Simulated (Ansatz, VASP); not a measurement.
# Two plane-wave programs on Ti

```
CELL_PARAMETERS angstrom
4.51529 0.00000 0.00000
-2.25765 3.91036 0.00000
0.00000 0.00000 2.79879
ATOMIC_POSITIONS crystal
Ti 0.00000 0.00000 0.00000
Ti 0.33333 0.66667 0.50000
Ti 0.66667 0.33333 0.50000
```

Alike in both runs: functional PBEsol; k mesh 12 × 12 × 14; occupations gaussian, width 0.1 eV; no spin polarisation.

Ansatz relaxed the structure, and its values are those at the end. VASP's run is a single point on that final structure, the one shown.

```csv
,VASP,Ansatz
version,VASP 6.6.1,Ansatz 0.2.0
potentials or method,"VASP PAW PBE potentials, release 64 (Ti_sv), cutoff 520 eV","scalar-relativistic, plane waves, PAW"
valence electrons in the cell,36,36
```

Ansatz gave:

* gap on the k mesh at the Fermi level (eV): none
* pressure (GPa): 0.0

**Question.** What did VASP give for the same quantities?

**Answer.** gap on the k mesh at the Fermi level (eV): none; pressure (GPa): -0.3.

VASP's potentials were made for PBE, not for PBEsol. A gap of «none» marks a metal or a gap that the smearing closes. The functional is the same, so the differences come from potentials, cutoffs and numerics.
